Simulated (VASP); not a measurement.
# Cr (Im-3m) in VASP: relaxation of cell and atoms with PBEsol

Aim: the relaxation of cell and atoms of Cr with PBEsol.

All numbers are computed with VASP 6.6.1; they aren't measurements. Logs are shortened: lines on timing, memory, paths and dates and some standing lists are left out, and cuts for length are marked.

## (1) The cell of the first run

Symmetry: Im-3m, No. 229, cubic system. Conventional cell: a = 2.840 Å, b = 2.840 Å, c = 2.840 Å, α = 90.00°, β = 90.00°, γ = 90.00°. Within 3.2 Å of Cr (site symmetry m-3m) lie 14 Cr at 2.46 to 2.84 Å.

## (2) Relaxation of cell and atoms, PBEsol

INCAR

```
SYSTEM = Cr
PREC = Accurate
ENCUT = 600
EDIFF = 1E-6
ISMEAR = 0
SIGMA = 0.1
LREAL = .False.
LASPH = .True.
NELM = 60
ALGO = Normal
ISIF = 3
LWAVE = .False.
LCHARG = .False.
GGA = PS
IBRION = 2
NSW = 80
EDIFFG = -0.01
```

KPOINTS

```
regular mesh
0
Gamma
  20 20 20
  0 0 0
```

POSCAR

```
Cr
1.0
   -1.4199682872      1.4199682872      1.4199682872
    1.4199682872     -1.4199682872      1.4199682872
    1.4199682872      1.4199682872     -1.4199682872
Cr
1
Direct
    0.0000000000      0.0000000000      0.0000000000
```

Potentials or basis: VASP PAW PBE potentials, release 64 (Cr_pv).

Started as:

```
> cat potpaw_PBE.64/Cr_pv/POTCAR > POTCAR
> mpirun -np 1 vasp_std > vasp.out
```

OUTCAR:

```text
SYSTEM = Cr
   PREC = Accurate
   ENCUT = 600
   EDIFF = 1E-6
   ISMEAR = 0
   LREAL = .False.
   LASPH = .True.
   NELM = 60
   ISIF = 3
   GGA = PS
   IBRION = 2
   NSW = 80
   EDIFFG = -0.01

 ion  position               nearest neighbor table
   1  0.000  0.000  0.000-

  LATTYP: Found a body centered cubic cell.
 ALAT       =     2.8399365744

  Lattice vectors:

 A1 = (  -1.4199682872,   1.4199682872,   1.4199682872)
 A2 = (   1.4199682872,  -1.4199682872,   1.4199682872)
 A3 = (   1.4199682872,   1.4199682872,  -1.4199682872)

Analysis of symmetry for initial positions (statically):
=====================================================================
 Subroutine PRICEL returns:
 Original cell was already a primitive cell.

 Routine SETGRP: Setting up the symmetry group for a
 body centered cubic supercell.

 Subroutine GETGRP returns: Found 48 space group operations
 (whereof 48 operations were pure point group operations)
 out of a pool of 48 trial point group operations.

The static configuration has the point symmetry O_h .

Analysis of symmetry for dynamics (positions and initial velocities):
=====================================================================
 Subroutine PRICEL returns:
 Original cell was already a primitive cell.

 Routine SETGRP: Setting up the symmetry group for a
 body centered cubic supercell.

 Subroutine GETGRP returns: Found 48 space group operations
 (whereof 48 operations were pure point group operations)
 out of a pool of 48 trial point group operations.

The dynamic configuration has the point symmetry O_h .

 Subroutine INISYM returns: Found 48 space group operations
 (whereof 48 operations are pure point group operations),
 and found     1 'primitive' translations

----------------------------------------------------------------------------------------

                                     Primitive cell

  volume of cell :      11.4524

  direct lattice vectors                    reciprocal lattice vectors
    -1.419968287  1.419968287  1.419968287     0.000000000  0.352120540  0.352120540
     1.419968287 -1.419968287  1.419968287     0.352120540  0.000000000  0.352120540
     1.419968287  1.419968287 -1.419968287     0.352120540  0.352120540  0.000000000

  length of vectors
     2.459457219  2.459457219  2.459457219     0.497973643  0.497973643  0.497973643

  position of ions in fractional coordinates (direct lattice)
     0.000000000  0.000000000  0.000000000

  ion indices of the primitive-cell ions
   primitive index   ion index
                 1           1

----------------------------------------------------------------------------------------

 KPOINTS: regular mesh

Automatic generation of k-mesh.
 Grid dimensions read from file:
 generate k-points for:   20   20   20

 Generating k-lattice:

  Cartesian coordinates                     Fractional coordinates (reciprocal lattice)
     0.000000000  0.017606027  0.017606027     0.050000000  0.000000000  0.000000000
     0.017606027  0.000000000  0.017606027     0.000000000  0.050000000  0.000000000
     0.017606027  0.017606027  0.000000000     0.000000000  0.000000000  0.050000000

  Length of vectors
     0.024898682  0.024898682  0.024898682

  Shift w.r.t. Gamma in fractional coordinates (k-lattice)
     0.000000000  0.000000000  0.000000000

 Subroutine IBZKPT returns following result:
 ===========================================

 Found    256 irreducible k-points:

 Following reciprocal coordinates:
            Coordinates               Weight
  0.000000  0.000000  0.000000      1.000000
  0.050000  0.000000  0.000000     12.000000
  0.100000  0.000000  0.000000     12.000000
  0.150000  0.000000  0.000000     12.000000
  0.200000  0.000000  0.000000     12.000000
  0.250000  0.000000  0.000000     12.000000
[... 16 lines left out ...]
  0.200000  0.100000  0.000000     48.000000
  0.250000  0.100000  0.000000     48.000000
 [... further k-points ...]
   k-points           NKPTS =    256   k-points in BZ     NKDIM =    256   number of bands    NBANDS=     10
   number of dos      NEDOS =    301   number of ions     NIONS =      1
   total plane-waves  NPLWV =   8000
   dimension x,y,z NGX =    20 NGY =   20 NGZ =   20
   dimension x,y,z NGXF=    40 NGYF=   40 NGZF=   40
   ions per type =               1
   NGX,Y,Z   is equivalent  to a cutoff of  13.52, 13.52, 13.52 a.u.
   NGXF,Y,Z  is equivalent  to a cutoff of  27.04, 27.04, 27.04 a.u.
 SYSTEM =  Cr
   PREC   = accura    normal or accurate (medium, high low for compatibility)
   ISTART =      0    job   : 0-new  1-cont  2-samecut
   ICHARG =      2    charge: 1-file 2-atom 10-const
   ISPIN  =      1    spin polarized calculation?
   LNONCOLLINEAR =      F non collinear calculations
   LSORBIT =      F    spin-orbit coupling
   LASPH  =      T    aspherical Exc in radial PAW
   ENCUT  =  600.0 eV  44.10 Ry    6.64 a.u.   4.91  4.91  4.91*2*pi/ulx,y,z
   NELM   =     60;   NELMIN=  2; NELMDL= -5     # of ELM steps
   EDIFF  = 0.1E-05   stopping-criterion for ELM
   LREAL  =      F    real-space projection
   EDIFFG = -.1E-01   stopping-criterion for IOM
   NSW    =     80    number of steps for IOM
   IBRION =      2    ionic relax: 0-MD 1-quasi-New 2-CG
   NFREE  =      1    steps in history (QN), initial steepest desc. (CG)
   ISIF   =      3    stress and relaxation
   ISYM   =      2    0-nonsym 1-usesym 2-fastsym
   POTIM  = 0.5000    time-step for ionic-motion
   TEBEG  =    0.0;   TEEND  =   0.0 temperature during run
   PSTRESS=    0.0 pullay stress
   NELECT =      12.0000    total number of electrons
   NUPDOWN=      -1.0000    fix difference up-down
   EMIN   =  10.00;   EMAX   =-10.00  energy-range for DOS
   EFERMI =   0.00;   METHOD = LEGACY
   ISMEAR =     0;   SIGMA  =   0.10  broadening in eV -4-tet -1-fermi 0-gaus
   EFERMI_NEDOS =   21; number of points for ismear=-14 and -15
   IALGO  =     38    algorithm
   IMIX   =      4    mixing-type and parameters
     AMIX     =   0.40;   BMIX     =  1.00
     AMIX_MAG =   1.60;   BMIX_MAG =  1.00
  volume/ion in A,a.u.               =      11.45        77.28
  Fermi-wavevector in a.u.,A,eV,Ry     =   1.662787  3.142212 37.618209  2.764860
  Thomas-Fermi vector in A             =   2.749617
   LORBIT       =      0    0 simple, 1 ext, 2 COOP (PROOUT), +10 PAW based schemes
   GGA     = PS    functional components
   LHFCALC =     F    Hartree Fock is set to
   AEXX    =    0.0000 exact exchange contribution
   IVDW    =     0    specifies the selected vdW correction
   LEPSILON=     F    determine dielectric tensor
   LRPA    =     F    only Hartree local field effects (RPA)
 conjugate gradient relaxation of ions
 non-spin polarized calculation
 Gauss-broadening in eV      SIGMA  =   0.10
  energy-cutoff  :      600.00
  volume of cell :       11.45
 maximum number of plane-waves:       398
   NGX =  9   NGY =  9   NGZ =  9

--------------------------------------- Ionic step        1  -------------------------------------------

 number of electron      11.9999998 magnetization

 Free energy of the ion-electron system (eV)
  ---------------------------------------------------
  ext. energy  EPLUGINS =         0.00000000
  ---------------------------------------------------
  free energy    TOTEN  =       -10.23731598 eV

  energy without entropy =      -10.23392067  energy(sigma->0) =      -10.23561833

------------------------ aborting loop because EDIFF is reached ----------------------------------------

  FORCE on cell =-STRESS in cart. coord.  units (eV):
  Direction    XX          YY          ZZ          XY          YZ          ZX
  --------------------------------------------------------------------------------------
  -------------------------------------------------------------------------------------
  Total       -0.5624806     -0.5624806     -0.5624806      0.0000000     -0.0000000      0.0000000
  in kB      -78.6904857    -78.6904857    -78.6904857      0.0000000     -0.0000000      0.0000000
  external PRESSURE =     -78.6904857 kB  Pullay stress =       0.0000000 kB
[... 90 lines left out ...]
  energy  without entropy=      -10.2425178152  energy(sigma->0) =      -10.24414128

--------------------------------------- Ionic step        4  -------------------------------------------

 number of electron      12.0000008 magnetization

 Free energy of the ion-electron system (eV)
  ---------------------------------------------------
  ext. energy  EPLUGINS =         0.00000000
  ---------------------------------------------------
  free energy    TOTEN  =       -10.24576679 eV

  energy without entropy =      -10.24252241  energy(sigma->0) =      -10.24414460

 E-fermi :  11.3966     XC(G=0): -14.0603

 val. band max:       11.3924765624   @ k =   0.1000   0.0500   0.0500
 cond. band min:      11.4153196731   @ k =   0.4500   0.1000   0.0000
 fundamental gap:      0.0228431108
 Fermi energy:        11.3965518102

 k-point     1 :       0.0000    0.0000    0.0000
  band No.  band energies     occupation
      1     -31.1478      2.00000
      2     -31.1478      2.00000
      3     -31.1478      2.00000
      4       3.3590      2.00000
      5      10.4189      2.00000
      6      10.4189      2.00000
      7      10.4189      2.00000
      8      12.5494      0.00000
      9      12.5494      0.00000
     10      18.4893      0.00000
[... 287 lines left out ...]
 k-point    24 :       0.2500    0.1000    0.0000
  band No.  band energies     occupation
      1     -31.8548      2.00000
      2     -31.3743      2.00000
      3     -31.1880      2.00000
      4       6.5990      2.00000
      5       9.3054      2.00000
      6       9.8743      2.00000
      7      12.1648      0.00000
      8      12.8563      0.00000
      9      13.2467      0.00000
     10      18.4889      0.00000

 [... further k-points ...]
[... 5 lines left out ...]
  --------------------------------------------------------------------------------------
  -------------------------------------------------------------------------------------
  Total       -0.0007159     -0.0007159     -0.0007159      0.0000000     -0.0000000      0.0000000
  in kB       -0.1031812     -0.1031812     -0.1031812      0.0000000     -0.0000000      0.0000000
  external PRESSURE =      -0.1031812 kB  Pullay stress =       0.0000000 kB
[... 16 lines left out ...]
  FREE ENERGIE OF THE ION-ELECTRON SYSTEM (eV)
  ---------------------------------------------------
  free  energy   TOTEN  =       -10.2457667917 eV

  energy  without entropy=      -10.2425224129  energy(sigma->0) =      -10.24414460

 reached required accuracy - stopping structural energy minimisation
```

Run time: 1.7 min. Hardware: 1 thread of Intel Xeon 8259CL, shared host; peak memory 0.16 GiB.

Results:

| Quantity | Value |
| --- | --- |
| Free energy | -10.2458 eV |
| Relaxed volume | 11.12 Å³/atom |
| Relaxed cell | a = 2.435 Å, b = 2.435 Å, c = 2.435 Å, α = 109.47°, β = 109.47°, γ = 109.47° |
| Space group after relaxing (to 0.1 Å) | Im-3m (No. 229) |
| Energy gained by relaxing | 8.5 meV/atom |
| Ionic steps | 4 |
| Pressure after relaxing | 0.0 GPa |
| Band gap on the k mesh | zero (bands 6 and 7 overlap by 3.56 eV) |

Step by step:
| step | energy change (eV) | largest force (eV/Å) | pressure (GPa) | volume (Å³) |
| --- | --- | --- | --- | --- |
| 1 | 0.0000 | 0.0000 | -7.87 | 11.45 |
| 2 | 0.0203 | 0.0000 | 16.86 | 10.55 |
| 3 | -0.0084 | 0.0000 | -0.17 | 11.12 |
| 4 | -0.0085 | 0.0000 | -0.01 | 11.12 |

Final structure:
```cif
data_structure
_symmetry_space_group_name_H-M 'P 1'
_symmetry_Int_Tables_number 1
_cell_length_a 2.4352
_cell_length_b 2.4352
_cell_length_c 2.4352
_cell_angle_alpha 109.471
_cell_angle_beta 109.471
_cell_angle_gamma 109.471
_cell_volume 11.12
loop_
_atom_site_label
_atom_site_type_symbol
_atom_site_fract_x
_atom_site_fract_y
_atom_site_fract_z
_atom_site_occupancy
Cr1 Cr 0.00000 0.00000 0.00000 1
```

Caveat: the PAW data sets were made with another functional, which shifts forces and pressure a little; the run has no spin polarisation, though such a crystal can be magnetic. Spin polarisation is off, so any magnetic state and its effect on volume and gap are missing.

The gap in the log of VASP goes by the Fermi energy; the results here count the filled bands.